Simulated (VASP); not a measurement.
# Os (P6_3/mmc) in VASP: notebook

Os is run at these levels: LDA; tasks: single point.

Program: VASP 6.6.1. These are calculated values, not measurements. Logs are shortened: lines on timing, memory, paths and dates and some standing lists are left out, and cuts for length are marked.

## 1. The cell of the first run

Symmetry: P6_3/mmc, No. 194, hexagonal system. Conventional cell: a = 2.697 Å, b = 2.697 Å, c = 4.261 Å, α = 90.00°, β = 90.00°, γ = 120.00°. Os (site symmetry -6m2) has 12 Os at 2.64 to 2.70 Å within 3.5 Å.

## 2. Single point, LDA (13.42 Å³/atom)

INCAR reads:

```
PREC = Accurate ; ENCUT = 520
EDIFF = 1E-6 ; ISMEAR = -1
SIGMA = 0.05 ; LREAL = False
LASPH = True ; NELM = 100
ALGO = Normal ; ISIF = 2
LWAVE = False ; LCHARG = False
NBANDS = 15
```

KPOINTS reads:

```
regular mesh
0
Gamma
  11 11 6
```

POSCAR reads:

```
Os
1.0
    2.6971481730      0.0000000000      0.0000000000
   -1.3485740865      2.3357988356      0.0000000000
    0.0000000000      0.0000000000      4.2613185190
Os
2
Direct
    0.6666666667      0.3333333333      0.7500000000
    0.3333333333      0.6666666667      0.2500000000
```

Potentials or basis: VASP PAW LDA potentials, release 64 (Os).

Command:

```
cat potpaw_LDA.64/Os/POTCAR > POTCAR
mpirun -np 1 vasp_std > vasp.out
```

OUTCAR:

```text
PREC = Accurate
   ENCUT = 520
   EDIFF = 1E-6
   ISMEAR = -1
   LREAL = False
   LASPH = True
   NELM = 100
   ISIF = 2

 ion  position               nearest neighbor table
   1  0.667  0.333  0.750-   2 2.64   2 2.64   2 2.64   2 2.64   2 2.64   2 2.64
   2  0.333  0.667  0.250-   1 2.64   1 2.64   1 2.64   1 2.64   1 2.64   1 2.64

  LATTYP: Found a hexagonal cell.
 ALAT       =     2.6971481730
 C/A-ratio  =     1.5799348963

  Lattice vectors:

 A1 = (   2.6971481730,   0.0000000000,   0.0000000000)
 A2 = (  -1.3485740865,   2.3357988356,   0.0000000000)
 A3 = (   0.0000000000,   0.0000000000,   4.2613185190)

Analysis of symmetry for initial positions (statically):
=====================================================================
 Subroutine PRICEL returns:
 Original cell was already a primitive cell.

 Routine SETGRP: Setting up the symmetry group for a
 hexagonal supercell.

 Subroutine GETGRP returns: Found 24 space group operations
 (whereof 12 operations were pure point group operations)
 out of a pool of 24 trial point group operations.

The static configuration has the point symmetry D_3d.
 The point group associated with its full space group is D_6h.

Analysis of symmetry for dynamics (positions and initial velocities):
=====================================================================
 Subroutine PRICEL returns:
 Original cell was already a primitive cell.

 Routine SETGRP: Setting up the symmetry group for a
 hexagonal supercell.

 Subroutine GETGRP returns: Found 24 space group operations
 (whereof 12 operations were pure point group operations)
 out of a pool of 24 trial point group operations.

The dynamic configuration has the point symmetry D_3d.
 The point group associated with its full space group is D_6h.

 Subroutine INISYM returns: Found 24 space group operations
 (whereof 12 operations are pure point group operations),
 and found     1 'primitive' translations

----------------------------------------------------------------------------------------

                                     Primitive cell

  volume of cell :      26.8463

  direct lattice vectors                    reciprocal lattice vectors
     2.697148173  0.000000000  0.000000000     0.370761981  0.214059530  0.000000000
    -1.348574086  2.335798836  0.000000000     0.000000000  0.428119059  0.000000000
     0.000000000  0.000000000  4.261318519     0.000000000  0.000000000  0.234669151

  length of vectors
     2.697148173  2.697148173  4.261318519     0.428119059  0.428119059  0.234669151

  position of ions in fractional coordinates (direct lattice)
     0.666666667  0.333333333  0.750000000
     0.333333333  0.666666667  0.250000000

  ion indices of the primitive-cell ions
   primitive index   ion index
                 1           1
                 2           2

----------------------------------------------------------------------------------------

 KPOINTS: regular mesh

Automatic generation of k-mesh.
 Grid dimensions read from file:
 generate k-points for:   11   11    6

 Generating k-lattice:

  Cartesian coordinates                     Fractional coordinates (reciprocal lattice)
     0.033705635  0.019459957  0.000000000     0.090909091 -0.000000000  0.000000000
     0.000000000  0.038919914  0.000000000     0.000000000  0.090909091  0.000000000
     0.000000000  0.000000000  0.039111525     0.000000000  0.000000000  0.166666667

  Length of vectors
     0.038919914  0.038919914  0.039111525

  Shift w.r.t. Gamma in fractional coordinates (k-lattice)
     0.000000000  0.000000000  0.000000000

 Subroutine IBZKPT returns following result:
 ===========================================

 Found     64 irreducible k-points:

 Following reciprocal coordinates:
            Coordinates               Weight
  0.000000  0.000000  0.000000      1.000000
  0.090909 -0.000000  0.000000      6.000000
  0.181818 -0.000000  0.000000      6.000000
  0.272727 -0.000000  0.000000      6.000000
  0.363636 -0.000000  0.000000      6.000000
  0.454545 -0.000000  0.000000      6.000000
[... 16 lines left out ...]
  0.090909  0.090909  0.166667     12.000000
  0.181818  0.090909  0.166667     24.000000
 [... further k-points ...]
   k-points           NKPTS =     64   k-points in BZ     NKDIM =     64   number of bands    NBANDS=     15
   number of dos      NEDOS =    301   number of ions     NIONS =      2
   total plane-waves  NPLWV =  12800
   dimension x,y,z NGX =    20 NGY =   20 NGZ =   32
   dimension x,y,z NGXF=    40 NGYF=   40 NGZF=   64
   ions per type =               2
   NGX,Y,Z   is equivalent  to a cutoff of  12.33, 12.33, 12.48 a.u.
   NGXF,Y,Z  is equivalent  to a cutoff of  24.66, 24.66, 24.97 a.u.
 SYSTEM =  unknown system
   PREC   = accura    normal or accurate (medium, high low for compatibility)
   ISTART =      0    job   : 0-new  1-cont  2-samecut
   ICHARG =      2    charge: 1-file 2-atom 10-const
   ISPIN  =      1    spin polarized calculation?
   LNONCOLLINEAR =      F non collinear calculations
   LSORBIT =      F    spin-orbit coupling
   LASPH  =      T    aspherical Exc in radial PAW
   ENCUT  =  520.0 eV  38.22 Ry    6.18 a.u.   5.01  5.01  7.92*2*pi/ulx,y,z
   NELM   =    100;   NELMIN=  2; NELMDL= -5     # of ELM steps
   EDIFF  = 0.1E-05   stopping-criterion for ELM
   LREAL  =      F    real-space projection
   EDIFFG = 0.1E-04   stopping-criterion for IOM
   NSW    =      0    number of steps for IOM
   IBRION =     -1    ionic relax: 0-MD 1-quasi-New 2-CG
   NFREE  =      0    steps in history (QN), initial steepest desc. (CG)
   ISIF   =      2    stress and relaxation
   ISYM   =      2    0-nonsym 1-usesym 2-fastsym
   POTIM  = 0.5000    time-step for ionic-motion
   TEBEG  =    0.0;   TEEND  =   0.0 temperature during run
   PSTRESS=    0.0 pullay stress
   NELECT =      16.0000    total number of electrons
   NUPDOWN=      -1.0000    fix difference up-down
   EMIN   =  10.00;   EMAX   =-10.00  energy-range for DOS
   EFERMI =   0.00;   METHOD = LEGACY
   ISMEAR =    -1;   SIGMA  =   0.05  broadening in eV -4-tet -1-fermi 0-gaus
   EFERMI_NEDOS =   21; number of points for ismear=-14 and -15
   IALGO  =     38    algorithm
   IMIX   =      4    mixing-type and parameters
     AMIX     =   0.40;   BMIX     =  1.00
     AMIX_MAG =   1.60;   BMIX_MAG =  1.00
  volume/ion in A,a.u.               =      13.42        90.58
  Fermi-wavevector in a.u.,A,eV,Ry     =   1.377696  2.603468 25.824489  1.898046
  Thomas-Fermi vector in A             =   2.502826
   LORBIT       =      0    0 simple, 1 ext, 2 COOP (PROOUT), +10 PAW based schemes
   GGA     = CA    functional components
   LHFCALC =     F    Hartree Fock is set to
   AEXX    =    0.0000 exact exchange contribution
   IVDW    =     0    specifies the selected vdW correction
   LEPSILON=     F    determine dielectric tensor
   LRPA    =     F    only Hartree local field effects (RPA)
 non-spin polarized calculation
  energy-cutoff  :      520.00
  volume of cell :       26.85
 maximum number of plane-waves:       741
 NGX is ok and might be reduce to    20
   NGX =  9   NGY =  9   NGZ = 15

 number of electron      15.9999999 magnetization

 Free energy of the ion-electron system (eV)
  ---------------------------------------------------
  ext. energy  EPLUGINS =         0.00000000
  ---------------------------------------------------
  free energy    TOTEN  =       -25.27574563 eV

  energy without entropy =      -25.26321434  energy(sigma->0) =      -25.26947999

 E-fermi :   9.9830     XC(G=0): -14.4132

 val. band max:        9.9602329774   @ k =   0.3636  -0.0000   0.3333
 cond. band min:      10.0477489099   @ k =   0.3636   0.0909   0.3333
 fundamental gap:      0.0875159325
 Fermi energy:         9.9829606687

 k-point     1 :       0.0000    0.0000    0.0000
  band No.  band energies     occupation
      1      -1.2016      2.00000
      2       1.8768      2.00000
      3       6.7787      2.00000
      4       6.7787      2.00000
      5       7.0435      2.00000
      6       7.6776      2.00000
      7       7.6776      2.00000
      8       8.3686      2.00000
      9       8.3686      2.00000
     10      10.1955      0.02809
     11      11.8227      0.00000
     12      11.8227      0.00000
     13      19.6191      0.00000
     14      24.1390      0.00000
     15      26.8956      0.00000

 k-point     2 :       0.0909   -0.0000    0.0000
  band No.  band energies     occupation
      1      -0.8528      2.00000
      2       2.1829      2.00000
      3       6.1940      2.00000
      4       7.0899      2.00000
      5       7.4308      2.00000
      6       7.5906      2.00000
      7       7.8768      2.00000
      8       7.9690      2.00000
      9       8.1228      2.00000
     10       9.0206      2.00000
     11      11.9958      0.00000
     12      13.5765      0.00000
     13      19.5954      0.00000
     14      24.8647      0.00000
     15      27.3409      0.00000

 k-point     3 :       0.1818   -0.0000    0.0000
  band No.  band energies     occupation
      1       0.1051      2.00000
      2       2.8909      2.00000
      3       5.5241      2.00000
      4       6.3498      2.00000
      5       6.9957      2.00000
      6       7.5706      2.00000
      7       7.9911      2.00000
      8       8.3446      2.00000
      9       8.3751      2.00000
     10       8.8061      2.00000
     11      12.3468      0.00000
     12      16.0903      0.00000
     13      19.4054      0.00000
     14      26.1964      0.00000
     15      27.6080      0.00000
[... 343 lines left out ...]
 k-point    23 :       0.0909    0.0909    0.1667
  band No.  band energies     occupation
      1       0.1265      2.00000
      2       2.8202      2.00000
      3       5.6684      2.00000
      4       6.1278      2.00000
      5       6.8926      2.00000
      6       7.2733      2.00000
      7       7.8073      2.00000
      8       8.1422      2.00000
      9       8.9183      2.00000
     10       8.9633      2.00000
     11      12.1333      0.00000
     12      14.3244      0.00000
     13      21.1186      0.00000
     14      25.5058      0.00000
     15      27.6824      0.00000

 k-point    24 :       0.1818    0.0909    0.1667
  band No.  band energies     occupation
      1       1.1917      2.00000
      2       3.5491      2.00000
      3       5.0181      2.00000
      4       5.2333      2.00000
      5       6.5253      2.00000
      6       7.1859      2.00000
      7       7.8255      2.00000
      8       8.7980      2.00000
      9       9.4529      1.99995
     10       9.8530      1.86174
     11      12.3070      0.00000
     12      15.9408      0.00000
     13      21.0598      0.00000
     14      25.7256      0.00000
     15      26.7189      0.00000

 [... further k-points ...]

------------------------ aborting loop because EDIFF is reached ----------------------------------------

  FORCE on cell =-STRESS in cart. coord.  units (eV):
  Direction    XX          YY          ZZ          XY          YZ          ZX
  --------------------------------------------------------------------------------------
  -------------------------------------------------------------------------------------
  Total        1.7984335      1.7984335      1.9088855     -0.0000000     -0.0000000      0.0000000
  in kB      107.3298980    107.3298980    113.9216406     -0.0000000     -0.0000000      0.0000000
  external PRESSURE =     109.5271455 kB  Pullay stress =       0.0000000 kB

 VOLUME and BASIS-vectors are now :
 -----------------------------------------------------------------------------
  energy-cutoff  :      520.00
  volume of cell :       26.85
      direct lattice vectors                 reciprocal lattice vectors
     2.697148173  0.000000000  0.000000000     0.370761981  0.214059530  0.000000000
    -1.348574086  2.335798836  0.000000000     0.000000000  0.428119059  0.000000000
     0.000000000  0.000000000  4.261318519     0.000000000  0.000000000  0.234669151

 POSITION                                       TOTAL-FORCE (eV/Angst)
 -----------------------------------------------------------------------------------
      1.34857      0.77860      3.19599         0.000000     -0.000000      0.000000
     -0.00000      1.55720      1.06533        -0.000000      0.000000      0.000000
 -----------------------------------------------------------------------------------
    total drift:                               -0.000000      0.000000     -0.000000

  FREE ENERGIE OF THE ION-ELECTRON SYSTEM (eV)
  ---------------------------------------------------
  free  energy   TOTEN  =       -25.2757456299 eV

  energy  without entropy=      -25.2632143407  energy(sigma->0) =      -25.26947999
```

Wall time 38 s (1 thread of Intel Xeon 8259CL, shared host); peak memory 0.14 GiB.

Results:

| Quantity | Value |
| --- | --- |
| Free energy | -25.2757 eV |
| Pressure | 11.0 GPa |
| Band gap on the k mesh | zero (bands 8 and 9 overlap by 4.15 eV) |

Levels at points of the mesh, in eV from the Fermi level:
```csv
k point,band 6,band 7,band 8,band 9,band 10,band 11
"(0.00, 0.00, 0.00)",-2.31,-2.31,-1.61,-1.61,0.21,1.84
"(0.00, 0.00, 0.50)",-3.41,-3.41,-3.41,1.01,1.01,1.01
```

Caveat: the cell stands under pressure; spin-orbit coupling is left out, which moves the levels of the heavy elements.

## 3. Single point, LDA (13.70 Å³/atom)

This run uses another cell than the first one, of 13.70 Å³/atom.

INCAR reads:

```
PREC = Accurate
ENCUT = 520
EDIFF = 1E-6
ISMEAR = -1
SIGMA = 0.05
LREAL = F
LASPH = T
NELM = 80
ALGO = Normal
ISIF = 2
LWAVE = F
LCHARG = F
GGA = CA
NBANDS = 15
```

KPOINTS reads:

```
Automatic mesh
0
Gamma
  11 11 6
```

POSCAR reads:

```
Os
1.0
    2.7157497827      0.0000000000      0.0000000000
   -1.3578748913      2.3519083021      0.0000000000
    0.0000000000      0.0000000000      4.2907078513
Os
2
Direct
    0.6666666667      0.3333333333      0.7500000000
    0.3333333333      0.6666666667      0.2500000000
```

Potentials or basis: VASP PAW LDA potentials, release 64 (Os).

Command:

```
cat potpaw_LDA.64/Os/POTCAR > POTCAR
mpirun -np 1 vasp_std > vasp.out
```

Wall time 42 s (1 thread of Intel Xeon 8259CL, shared host); peak memory 0.14 GiB.

It converged, with:

| Property | Result |
| --- | --- |
| Free energy | -25.2972 eV |
| Pressure | 1.0 GPa |
| Band gap on the k mesh | zero (bands 8 and 9 overlap by 4.01 eV) |

Levels at points of the mesh, in eV from the Fermi level:
```csv
k point,band 6,band 7,band 8,band 9,band 10,band 11
"(0.00, 0.00, 0.00)",-2.24,-2.24,-1.57,-1.57,0.20,1.78
"(0.00, 0.00, 0.50)",-3.30,-3.30,-3.30,0.97,0.97,0.97
```

Caveat: spin-orbit coupling is left out, which moves the levels of the heavy elements.

## 4. Single point, LDA (13.98 Å³/atom)

This run uses another cell than the first one, of 13.98 Å³/atom.

INCAR reads:

```
SYSTEM = Os
PREC = Accurate
ENCUT = 520
EDIFF = 1E-7
ISMEAR = -1
SIGMA = 0.05
LREAL = .False.
LASPH = .True.
NELM = 80
ALGO = Normal
ISIF = 2
LWAVE = .False.
LCHARG = .True.
GGA = CA
LELF = .True.
LVHAR = .True.
NBANDS = 15
```

KPOINTS reads:

```
regular mesh
0
Gamma
  11 11 6
  0 0 0
```

POSCAR reads:

```
Os
1.0
    2.7341000000      0.0000000000      0.0000000000
   -1.3670500000      2.3678000565      0.0000000000
    0.0000000000      0.0000000000      4.3197000000
Os
2
Direct
    0.6666666667      0.3333333333      0.7500000000
    0.3333333333      0.6666666667      0.2500000000
```

Command:

```
cat potpaw_LDA.64/Os/POTCAR > POTCAR
mpirun -np 1 vasp_std > vasp.out
```

Run time: 39 s. Hardware: 1 thread of Intel Xeon 8259CL, shared host; peak memory 0.14 GiB.

Results (log left out):

```yaml
Free_energy: -25.2857 eV
Pressure: -7.9 GPa
Band_gap_on_the_k_mesh: zero (bands 8 and 9 overlap by 3.88 eV)
```

Stress tensor (GPa, compression positive):
```
-7.65  0.00  0.00
 0.00 -7.65  0.00
 0.00  0.00 -8.26
```

Levels at points of the mesh, in eV from the Fermi level:
| k point | band 5 | band 6 | band 7 | band 8 | band 9 | band 10 | band 11 | band 12 |
| --- | --- | --- | --- | --- | --- | --- | --- | --- |
| (0.00, 0.00, 0.00) | -2.77 | -2.17 | -2.17 | -1.52 | -1.52 | 0.20 | 1.73 | 1.73 |
| (0.00, 0.00, 0.50) | -3.20 | -3.20 | -3.20 | -3.20 | 0.94 | 0.94 | 0.94 | 0.94 |

Caveat: the cell stands under tension; spin-orbit coupling is left out, which moves the levels of the heavy elements.

## 5. Single point, LDA (14.26 Å³/atom)

This run uses another cell than the first one, of 14.26 Å³/atom.

INCAR reads:

```
ALGO = Fast
EDIFF = 1E-6
ENCUT = 520
GGA = CA
ISIF = 2
ISMEAR = -1
LASPH = T
LCHARG = F
LREAL = F
LWAVE = F
NBANDS = 15
NELM = 80
PREC = Accurate
SIGMA = 0.05
```

KPOINTS reads:

```
k-points
0
Gamma
  11 11 6
```

POSCAR reads:

```
Os
1.0
    2.7522071502      0.0000000000      0.0000000000
   -1.3761035751      2.3834813086      0.0000000000
    0.0000000000      0.0000000000      4.3483081185
Os
2
Direct
    0.6666666667      0.3333333333      0.7500000000
    0.3333333333      0.6666666667      0.2500000000
```

Command:

```
cat potpaw_LDA.64/Os/POTCAR > POTCAR
mpirun -np 1 vasp_std > vasp.out
```

Wall time 41 s (1 thread of Intel Xeon 8259CL, shared host); peak memory 0.14 GiB.

It converged, with:

```yaml
Free_energy: -25.2453 eV
Pressure: -15.7 GPa
Band_gap_on_the_k_mesh: zero (bands 8 and 9 overlap by 3.76 eV)
```

Stress tensor (GPa, compression positive):
```
-15.35   0.00   0.00
  0.00 -15.35   0.00
  0.00   0.00 -16.49
```

Levels at points of the mesh, in eV from the Fermi level:
```csv
k point,band 6,band 7,band 8,band 9,band 10,band 11
"(0.00, 0.00, 0.00)",-2.11,-2.11,-1.48,-1.48,0.19,1.68
"(0.00, 0.00, 0.50)",-3.11,-3.11,-3.11,0.90,0.90,0.90
```

Caveat: the cell stands under tension; spin-orbit coupling is left out, which moves the levels of the heavy elements.

## 6. Single point, LDA (14.54 Å³/atom)

This run uses another cell than the first one, of 14.54 Å³/atom.

INCAR reads:

```
PREC = Accurate
ENCUT = 520
EDIFF = 1E-7
ISMEAR = -1
SIGMA = 0.05
LREAL = F
LASPH = T
NELM = 60
ALGO = Normal
ISIF = 2
LWAVE = F
LCHARG = T
LELF = T
LVHAR = T
NBANDS = 15
```

KPOINTS reads:

```
Automatic mesh
0
Gamma
  11 11 6
```

POSCAR reads:

```
Os
1.0
    2.7700791260      0.0000000000      0.0000000000
   -1.3850395630      2.3989588936      0.0000000000
    0.0000000000      0.0000000000      4.3765446767
Os
2
Direct
    0.6666666667      0.3333333333      0.7500000000
    0.3333333333      0.6666666667      0.2500000000
```

Potentials or basis: VASP PAW LDA potentials, release 64 (Os).

Command:

```
cat potpaw_LDA.64/Os/POTCAR > POTCAR
mpirun -np 1 vasp_std > vasp.out
```

Wall time 48 s (1 thread of Intel Xeon 8259CL, shared host); peak memory 0.15 GiB.

The run converged. Its results:

```yaml
Free_energy: -25.1790 eV
Pressure: -22.6 GPa
Band_gap_on_the_k_mesh: zero (bands 8 and 9 overlap by 3.64 eV)
```

Stress tensor (GPa, compression positive):
```
-22.11   0.00   0.00
  0.00 -22.11   0.00
  0.00   0.00 -23.72
```

Levels at points of the mesh, in eV from the Fermi level:
```
           k point  band 5  band 6  band 7  band 8  band 9  band 10  band 11  band 12
(0.00, 0.00, 0.00)   -2.61   -2.05   -2.05   -1.44   -1.44     0.19     1.63     1.63
(0.00, 0.00, 0.50)   -3.02   -3.02   -3.02   -3.02    0.87     0.87     0.87     0.87
```

Caveat: the cell stands under tension; spin-orbit coupling is left out, which moves the levels of the heavy elements.

## 7. Overview

```csv
cell,gap on the mesh (eV),pressure (GPa)
"a = 2.697, b = 2.697, c = 4.261 Å, angles 90.0, 90.0, 120.0°, 2 atoms",none,11.0
"a = 2.716, b = 2.716, c = 4.291 Å, angles 90.0, 90.0, 120.0°, 2 atoms",none,1.0
"a = 2.734, b = 2.734, c = 4.320 Å, angles 90.0, 90.0, 120.0°, 2 atoms",none,-7.9
"a = 2.752, b = 2.752, c = 4.348 Å, angles 90.0, 90.0, 120.0°, 2 atoms",none,-15.7
"a = 2.770, b = 2.770, c = 4.377 Å, angles 90.0, 90.0, 120.0°, 2 atoms",none,-22.6
```

Alike in all rows: task single point; level LDA; potentials or basis VASP PAW LDA potentials, release 64 (Os); no spin polarisation; k mesh 11 × 11 × 6; cutoff (eV) 520; smearing fermi-dirac 0.05 eV.

Caveats: spin-orbit coupling is left out, which moves the levels of the heavy elements; the cell stands under tension (at least some runs); the cell stands under pressure (at least some runs).

Absolute energies hang on the potentials; compare differences alone.
